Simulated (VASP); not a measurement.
# Si3N4 (P6_3/m) in VASP: electric field gradients with PBEsol

Aim: the electric field gradients of Si3N4 with PBEsol.

All numbers are computed with VASP 6.6.1; they aren't measurements. Logs are shortened: lines on timing, memory, paths and dates and some standing lists are left out, and cuts for length are marked.

### 1 The cell of the first run

It takes space group P6_3/m (No. 176, hexagonal). The conventional cell has a = 7.625 Å, b = 7.625 Å, c = 2.910 Å, α = 90.00°, β = 90.00°, γ = 120.00°. Within 2.3 Å of Si (site symmetry m) lie 4 N at 1.73 to 1.74 Å. N (site symmetry m) has 3 Si at 1.74 Å within 2.3 Å. Within 2.3 Å of N (site symmetry -6) lie 3 Si at 1.73 Å.

### 2 Electric field gradients, PBEsol

INCAR reads:

```
PREC     = Accurate       # precision mode
ENCUT    = 520            # plane-wave cutoff, eV
EDIFF    = 1E-8           # SCF threshold, eV
ISMEAR   = 0              # smearing method
SIGMA    = 0.01           # smearing width, eV
LREAL    = F              # projectors in reciprocal space
LASPH    = T              # aspherical terms in the spheres
NELM     = 80             # most SCF steps
ALGO     = Normal         # electronic algorithm
ISIF     = 2              # what is computed and relaxed
LWAVE    = F              # write WAVECAR
LCHARG   = F              # write CHGCAR
GGA      = PS             # functional
LEFG     = T            
NBANDS   = 45             # bands
```

KPOINTS reads:

```
Automatic mesh
0
Gamma
  6 6 8
```

POSCAR reads:

```
Si3N4
1.0
    7.6246472077      0.0000000000      0.0000000000
   -3.8123236039      6.6031381768      0.0000000000
    0.0000000000      0.0000000000      2.9104789350
Si N
6 8
Direct
    0.7675713973      0.1739465952      0.2500000000
    0.5936248021      0.7675713973      0.7500000000
    0.8260534048      0.5936248021      0.2500000000
    0.2324286027      0.8260534048      0.7500000000
    0.4063751979      0.2324286027      0.2500000000
    0.1739465952      0.4063751979      0.7500000000
    0.0296263416      0.3299987759      0.2500000000
    0.6996275657      0.0296263416      0.7500000000
    0.6700012241      0.6996275657      0.2500000000
    0.9703736584      0.6700012241      0.7500000000
    0.3003724343      0.9703736584      0.2500000000
    0.3299987759      0.3003724343      0.7500000000
    0.6666666667      0.3333333333      0.2500000000
    0.3333333333      0.6666666667      0.7500000000
```

Potentials or basis: VASP PAW PBE potentials, release 64 (Si, N).

Started as:

```sh
cat potpaw_PBE.64/Si/POTCAR potpaw_PBE.64/N/POTCAR > POTCAR
mpirun -np 1 vasp_std > vasp.out
```

OUTCAR:

```text
PREC = Accurate
   ENCUT = 520
   EDIFF = 1E-8
   ISMEAR = 0
   LREAL = F
   LASPH = T
   NELM = 80
   ISIF = 2
   GGA = PS

 ion  position               nearest neighbor table
   1  0.768  0.174  0.250-  13 1.73   8 1.74   8 1.74   7 1.74   5 3.00   3 3.00   6 3.06   6 3.06
                             2 3.06   2 3.06
   2  0.594  0.768  0.750-  14 1.73   9 1.74   9 1.74   8 1.74   6 3.00   4 3.00   3 3.06   3 3.06
                             1 3.06   1 3.06
   3  0.826  0.594  0.250-  13 1.73  10 1.74  10 1.74   9 1.74   5 3.00   1 3.00   4 3.06   4 3.06
                             2 3.06   2 3.06
   4  0.232  0.826  0.750-  14 1.73  11 1.74  11 1.74  10 1.74   2 3.00   6 3.00   3 3.06   3 3.06
                             5 3.06   5 3.06
   5  0.406  0.232  0.250-  13 1.73  12 1.74  12 1.74  11 1.74   3 3.00   1 3.00   6 3.06   6 3.06
                             4 3.06   4 3.06
   6  0.174  0.406  0.750-  14 1.73   7 1.74   7 1.74  12 1.74   2 3.00   4 3.00   1 3.06   1 3.06
                             5 3.06   5 3.06
   7  0.030  0.330  0.250-   6 1.74   6 1.74   1 1.74
   8  0.700  0.030  0.750-   1 1.74   1 1.74   2 1.74
   9  0.670  0.700  0.250-   2 1.74   2 1.74   3 1.74
  10  0.970  0.670  0.750-   3 1.74   3 1.74   4 1.74
  11  0.300  0.970  0.250-   4 1.74   4 1.74   5 1.74
  12  0.330  0.300  0.750-   5 1.74   5 1.74   6 1.74
  13  0.667  0.333  0.250-   1 1.73   3 1.73   5 1.73
  14  0.333  0.667  0.750-   4 1.73   6 1.73   2 1.73

  LATTYP: Found a hexagonal cell.
 ALAT       =     7.6246472077
 C/A-ratio  =     0.3817198168

  Lattice vectors:

 A1 = (   7.6246472077,   0.0000000000,   0.0000000000)
 A2 = (  -3.8123236039,   6.6031381768,   0.0000000000)
 A3 = (   0.0000000000,   0.0000000000,   2.9104789350)

Analysis of symmetry for initial positions (statically):
=====================================================================
 Subroutine PRICEL returns:
 Original cell was already a primitive cell.

 Routine SETGRP: Setting up the symmetry group for a
 hexagonal supercell.

 Subroutine GETGRP returns: Found 12 space group operations
 (whereof  6 operations were pure point group operations)
 out of a pool of 24 trial point group operations.

The static configuration has the point symmetry S_6 .
 The point group associated with its full space group is C_6h.

Analysis of symmetry for dynamics (positions and initial velocities):
=====================================================================
 Subroutine PRICEL returns:
 Original cell was already a primitive cell.

 Routine SETGRP: Setting up the symmetry group for a
 hexagonal supercell.
[... 1341 lines left out ...]
      4.03528      3.91979      0.72762        -0.000566      0.002162      0.000000
     -1.37700      5.45454      2.18286        -0.002156      0.000591     -0.000000
      2.21237      1.53476      0.72762        -0.001589     -0.001571      0.000000
     -0.22295      2.68335      2.18286         0.000566     -0.002162      0.000000
     -1.03217      2.17903      0.72762        -0.004375     -0.002732     -0.000000
      5.22147      0.19563      2.18286         0.000179     -0.005155      0.000000
      2.44132      4.61974      0.72762         0.004553     -0.002422     -0.000000
      4.84450      4.42411      2.18286         0.004375      0.002732      0.000000
     -1.40914      6.40751      0.72762        -0.000179      0.005155     -0.000000
      1.37101      1.98340      2.18286        -0.004553      0.002422      0.000000
      3.81232      2.20105      0.72762        -0.000000      0.000000     -0.000000
     -0.00000      4.40209      2.18286        -0.000000      0.000000      0.000000
 -----------------------------------------------------------------------------------
    total drift:                               -0.000000      0.000000      0.000000

  FREE ENERGIE OF THE ION-ELECTRON SYSTEM (eV)
  ---------------------------------------------------
  free  energy   TOTEN  =      -120.3861394495 eV

  energy  without entropy=     -120.3861394495  energy(sigma->0) =     -120.38613945

 Electric field gradients (V/A^2)
---------------------------------------------------------------------
 ion       V_xx      V_yy      V_zz      V_xy      V_xz      V_yz
---------------------------------------------------------------------
   1       0.097     3.711    -3.808     7.609     0.000     0.000
   2      -3.782     7.590    -3.808    -5.370     0.000     0.000
   3       9.397    -5.589    -3.808    -2.240    -0.000     0.000
   4       0.097     3.711    -3.808     7.609    -0.000     0.000
   5      -3.782     7.590    -3.808    -5.370     0.000    -0.000
   6       9.397    -5.589    -3.808    -2.240     0.000     0.000
   7       2.426   -26.897    24.470    29.359    -0.000    -0.000
   8     -44.992    20.522    24.470    -1.983     0.000     0.000
   9       5.861   -30.330    24.470   -27.377     0.000    -0.000
  10       2.426   -26.897    24.470    29.359    -0.000     0.000
  11     -44.992    20.522    24.470    -1.983     0.000     0.000
  12       5.861   -30.330    24.470   -27.377     0.000    -0.000
  13      21.995    21.996   -43.991     0.000     0.000    -0.000
  14      21.995    21.996   -43.991     0.000     0.000     0.000
---------------------------------------------------------------------

 Electric field gradients after diagonalization (V/A^2)
 (convention: |V_zz| > |V_xx| > |V_yy|)
----------------------------------------------------------------------
 ion       V_xx      V_yy      V_zz     asymmetry (V_yy - V_xx)/ V_zz
----------------------------------------------------------------------
   1      -5.917    -3.808     9.725       0.217
   2      -5.917    -3.808     9.725       0.217
   3      -5.917    -3.808     9.725       0.217
   4      -5.917    -3.808     9.725       0.217
   5      -5.917    -3.808     9.725       0.217
   6      -5.917    -3.808     9.725       0.217
   7      24.470    20.581   -45.052       0.086
   8      24.470    20.581   -45.051       0.086
   9      24.470    20.582   -45.052       0.086
  10      24.470    20.581   -45.052       0.086
  11      24.470    20.581   -45.051       0.086
  12      24.470    20.582   -45.052       0.086
  13      21.996    21.995   -43.991       0.000
  14      21.996    21.995   -43.991       0.000
----------------------------------------------------------------------

           NMR quadrupolar parameters

 Cq : quadrupolar parameter    Cq=e*Q*V_zz/h
 eta: asymmetry parameters     (V_yy - V_xx)/ V_zz
 Q  : nuclear electric quadrupole moment in mb (millibarn)
----------------------------------------------------------------------
 ion       Cq(MHz)       eta       Q (mb)
----------------------------------------------------------------------
   1       0.024       0.217       1.000
   2       0.024       0.217       1.000
   3       0.024       0.217       1.000
   4       0.024       0.217       1.000
   5       0.024       0.217       1.000
   6       0.024       0.217       1.000
   7      -0.109       0.086       1.000
   8      -0.109       0.086       1.000
   9      -0.109       0.086       1.000
  10      -0.109       0.086       1.000
  11      -0.109       0.086       1.000
  12      -0.109       0.086       1.000
  13      -0.106       0.000       1.000
  14      -0.106       0.000       1.000
----------------------------------------------------------------------
```

OSZICAR:

```text
N       E                     dE             d eps       ncg     rms          rms(c)
DAV:   1     0.276263884617E+03    0.27626E+03   -0.31647E+04  3608   0.132E+03
DAV:   2    -0.112841676695E+03   -0.38911E+03   -0.36990E+03  4619   0.278E+02
DAV:   3    -0.135814126818E+03   -0.22972E+02   -0.22816E+02  4544   0.708E+01
DAV:   4    -0.136180836496E+03   -0.36671E+00   -0.36568E+00  4584   0.956E+00
DAV:   5    -0.136188765892E+03   -0.79294E-02   -0.79205E-02  4387   0.136E+00    0.289E+01
DAV:   6    -0.120728637046E+03    0.15460E+02   -0.53742E+01  4321   0.292E+01    0.133E+01
DAV:   7    -0.120502852520E+03    0.22578E+00   -0.28121E+00  4472   0.681E+00    0.618E+00
DAV:   8    -0.120397344148E+03    0.10551E+00   -0.17027E-01  4378   0.202E+00    0.199E+00
DAV:   9    -0.120384087295E+03    0.13257E-01   -0.30627E-02  4592   0.875E-01    0.291E-01
DAV:  10    -0.120385575429E+03   -0.14881E-02   -0.33621E-03  4078   0.262E-01    0.160E-01
DAV:  11    -0.120386070093E+03   -0.49466E-03   -0.79248E-04  4222   0.138E-01    0.246E-02
DAV:  12    -0.120386112418E+03   -0.42326E-04   -0.53073E-05  4456   0.382E-02    0.110E-02
DAV:  13    -0.120386134203E+03   -0.21785E-04   -0.22445E-05  3996   0.211E-02    0.504E-03
DAV:  14    -0.120386138718E+03   -0.45149E-05   -0.44951E-06  4320   0.989E-03    0.294E-03
DAV:  15    -0.120386139511E+03   -0.79278E-06   -0.20830E-06  4046   0.552E-03    0.196E-03
DAV:  16    -0.120386139471E+03    0.39513E-07   -0.98413E-08  4579   0.168E-03    0.699E-04
DAV:  17    -0.120386139459E+03    0.12476E-07   -0.19694E-08  3419   0.645E-04    0.260E-04
DAV:  18    -0.120386139450E+03    0.90777E-08   -0.60613E-09  2963   0.379E-04
   1 F= -.12038614E+03 E0= -.12038614E+03  d E =-.127189E-50
```

Wall time 5.6 min (1 thread of Intel Xeon Platinum 8259CL at 2.50GHz (Skylake/Cascade Lake), shared host); peak memory 0.38 GiB.

Results:

| Quantity | Value |
| --- | --- |
| Free energy | -120.3861 eV |
| Pressure | 0.2 GPa |
| Largest force | 0.005 eV/Å |
| Band gap on the k mesh | 4.19 eV (least direct gap 4.38 eV) |
| Largest electric field gradient by atom | Si +9.7; N -45.1, -44.0 (each value once) V/Å² |

Forces in eV/Å, atoms in the order of the input:
```
Si   0.002 -0.001  0.000
Si   0.002  0.002  0.000
Si  -0.001  0.002  0.000
Si  -0.002  0.001  0.000
Si  -0.002 -0.002  0.000
Si   0.001 -0.002  0.000
N   -0.004 -0.003  0.000
N    0.000 -0.005  0.000
N    0.005 -0.002  0.000
N    0.004  0.003  0.000
N    0.000  0.005  0.000
N   -0.005  0.002  0.000
N    0.000  0.000  0.000
N    0.000  0.000  0.000
```

Electric field gradients, principal values (V/Å²):
```
atom   least  middle  greatest (by size)
1 Si  -3.808  -5.917               9.725
2 Si  -3.808  -5.917               9.725
3 Si  -3.808  -5.917               9.725
4 Si  -3.808  -5.917               9.725
5 Si  -3.808  -5.917               9.725
6 Si  -3.808  -5.917               9.725
 7 N  20.581  24.470             -45.052
 8 N  20.581  24.470             -45.051
 9 N  20.582  24.470             -45.052
10 N  20.581  24.470             -45.052
11 N  20.581  24.470             -45.051
12 N  20.582  24.470             -45.052
13 N  21.995  21.996             -43.991
14 N  21.995  21.996             -43.991
```

Caveat: without QUAD_EFG the Cq values of the log hold for a quadrupole moment of 1 mb, not for the nuclei; the PAW data sets were made with another functional, which shifts forces and pressure a little. A k mesh can miss the band edges.
